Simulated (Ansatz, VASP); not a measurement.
## One calculation of AlP, two programs

```
Al P
1.0
     0.00000    2.73500    2.73500
     2.73500    0.00000    2.73500
     2.73500    2.73500    0.00000
Al P
1 1
Direct
  0.00000 0.00000 0.00000
  0.25000 0.25000 0.25000
```

Alike in both runs: task single point; functional PBE; k mesh 6 × 6 × 6; occupations gaussian, width 0.1 eV; no spin polarisation.

|  | VASP | Ansatz |
| --- | --- | --- |
| version | VASP 6.6.1 | Ansatz 0.2.0 |
| potentials or method | VASP PAW PBE potentials, release 64 (Al, P), cutoff 500 eV | scalar-relativistic, plane waves, PAW |
| valence electrons in the cell | 8 | 8 |

```tsv
	VASP	Ansatz	Ansatz less VASP
gap on the k mesh at the Fermi level (eV)	1.59	1.59	+0.002
least direct gap on the mesh (eV)	3.26	3.26	+0.003
pressure (GPa)	1.7	1.8	+0.08
```
